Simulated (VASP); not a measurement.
Input of a VASP 6.6.1 run:

The input INCAR:

```
SYSTEM = In3Sb
PREC     = Accurate       ! precision mode
ENCUT    = 500            ! plane-wave cutoff, eV
EDIFF    = 1E-7           ! SCF threshold, eV
ISMEAR   = 0              ! smearing method
SIGMA    = 0.02           ! smearing width, eV
LREAL    = .FALSE.        ! projectors in reciprocal space
LASPH    = .TRUE.         ! aspherical terms in the spheres
NELM     = 120            ! most SCF steps
ALGO     = Normal         ! electronic algorithm
ISIF     = 3              ! what is computed and relaxed
LWAVE    = .FALSE.        ! write WAVECAR
LCHARG   = .FALSE.        ! write CHGCAR
IBRION   = 2              ! ionic algorithm
NSW      = 80             ! ionic steps
EDIFFG   = -0.03          ! ionic threshold
PSTRESS  = 200.0        
GGA_COMPAT= .FALSE.      
NELMIN   = 4
```

The input KPOINTS:

```
regular mesh
0
G
  4 4 4
  0 0 0
```

Contents of POSCAR:

```
In3Sb
1.0
    0.0000000000      3.8400000000      3.8400000000
    3.8400000000      0.0000000000      3.8400000000
    3.8400000000      3.8400000000      0.0000000000
Sb In
1 3
Direct
    0.0000000000      0.0000000000      0.0000000000
    0.5000000000      0.5000000000      0.5000000000
    0.2500000000      0.2500000000      0.2500000000
    0.7500000000      0.7500000000      0.7500000000
```

Potentials or basis: VASP PAW LDA potentials, release 64 (Sb, In_d).

The run is started by

```bash
$ cat potpaw_LDA.64/Sb/POTCAR potpaw_LDA.64/In_d/POTCAR > POTCAR
$ mpirun -np 1 vasp_std > vasp.out
```

Problem. Estimate the relaxed cell.

Solution. a = 4.879 Å, b = 4.879 Å, c = 4.879 Å, α = 60.00°, β = 60.00°, γ = 60.00°.

Problem. Estimate the band gap on the k mesh.

Solution. Zero (bands 22 and 23 overlap by 5.07 eV).

Problem. Predict the space group after relaxing (to 0.1 Å).

Solution. Fm-3m (No. 225).

Step by step:
| step | energy change (eV) | largest force (eV/Å) | pressure (GPa) | volume (Å³) |
| --- | --- | --- | --- | --- |
| 1 | 0.0000 | 0.0000 | -2.56 | 113.25 |
| 2 | 8.4213 | 0.0000 | 108.31 | 59.67 |
| 3 | 0.7020 | 0.0000 | 17.06 | 83.92 |
| 4 | 0.8374 | 0.0000 | 19.02 | 82.71 |
| 5 | 0.9078 | 0.0000 | 20.01 | 82.13 |

Caveat: the cell is relaxed towards a set pressure, so the run minimises the enthalpy, not the energy; the volume moved by over 15 % at a fixed basis, so the end points are rough; spin-orbit coupling is left out, which moves the levels of the heavy elements.
